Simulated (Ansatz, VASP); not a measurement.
## Two plane-wave programs on LiSe

The input INCAR:

```
ALGO = Normal
EDIFF = 1E-6
ENCUT = 520
GGA = PE
ISIF = 2
ISMEAR = 0
LASPH = True
LCHARG = False
LREAL = False
LWAVE = False
NBANDS = 17
NELM = 100
PREC = Accurate
SIGMA = 0.1
```

KPOINTS

```
k-points
0
Gamma
  4 4 4
```

Contents of POSCAR:

```
LiSe
1.0
    4.1146370000      0.0000000000      0.0000000000
    0.0000000000      6.3302107700      0.0000000000
    0.0000000000      0.0000000000      6.3302107700
Li Se
2 2
Direct
    0.0000000000      0.7500000000      0.0000000000
    0.5000000000      0.2500000000      0.5000000000
    0.0000000000      0.4450000000      0.3050000000
    0.5000000000      0.5550000000      0.8050000000
```

Input for Ansatz:

```yaml
crystal:
  lattice:
    - [4.114637, 0.0, 0.0]
    - [0.0, 6.33021077, 0.0]
    - [0.0, 0.0, 6.33021077]
  atoms:
    - { symbol: Li, position: [0.0, 0.75, 0.0] }
    - { symbol: Li, position: [0.5, 0.25, 0.5] }
    - { symbol: Se, position: [0.0, 0.445, 0.305] }
    - { symbol: Se, position: [0.5, 0.555, 0.805] }
basis:
  ecutwfc: 420
kpoints:
  mp_grid: { grid: [4, 4, 4] }
hamiltonian:
  xc: pbe
scf:
  occupations: { method: gaussian, width: 0.1 }
  lower_state_search: "off"
output:
  forces: true
  stress: true
  eigenvalues: true
```

Change from the starting cell: ordered vacancies on the anion sites of rutile (Pmn2_1, No. 31).

Alike in both runs: task single point; functional PBE; k mesh 4 × 4 × 4; occupations gaussian, width 0.1 eV; no spin polarisation.

|  | VASP | Ansatz |
| --- | --- | --- |
| version | VASP 6.6.1 | Ansatz 0.2.0 |
| potentials or method | VASP PAW PBE potentials, release 64 (Li_sv, Se), cutoff 520 eV | scalar-relativistic, plane waves, PAW |
| valence electrons in the cell | 18 | 38 |

```tsv
	VASP	Ansatz	Ansatz less VASP
gap on the k mesh at the Fermi level (eV)	none	none	-
rms of the force components (eV/Å)	0.310	0.311	+0.0007
```

Atom by atom the forces differ by 0.001 eV/Å (rms over components). A gap of «none» marks a metal or a gap that the smearing closes. VASP's potentials hold 18 valence electrons a cell and Ansatz's 38, so a difference there can come from the potentials and not from the codes.

The k mesh is coarse, so the values compare programs but aren't converged. Noted on VASP's run: the cutoff is short for stress, so the pressure is rough.
